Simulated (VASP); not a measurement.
# C: single point with PBEsol

C:

```
C
1.0
     2.45884    0.00000    0.00000
    -1.22942    2.12941    0.00000
     0.00000    0.00000    7.28568
C
4
Direct
  0.00000 0.00000 0.00250
  0.00000 0.00000 0.50250
  0.33333 0.66667 0.00250
  0.66667 0.33333 0.50250
```

```json
{"Program": "VASP 6.6.1", "Task": "single point", "Functional": "PBEsol", "Potentials or basis": "VASP PAW PBE potentials, release 64 (C)", "Cutoff": "600 eV", "k mesh": "10 × 10 × 4", "Occupations": "gaussian, width 0.01 eV", "Spin": "no spin polarisation"}
```

```
Pressure : 0.2 GPa
```

Stress tensor (GPa, compression positive):
```
 0.45  0.00  0.00
 0.00  0.45  0.00
 0.00  0.00 -0.22
```

Wall time 19 s on 1 thread of Intel(R) Xeon(R) Platinum 8488C (Sapphire Rapids) (shared host), peak memory 0.16 GiB.

Caveat: this functional lacks dispersion, which binds the layers, so the pressure and a relaxed spacing across them are unreliable; the PAW data sets were made with another functional, which shifts forces and pressure a little.
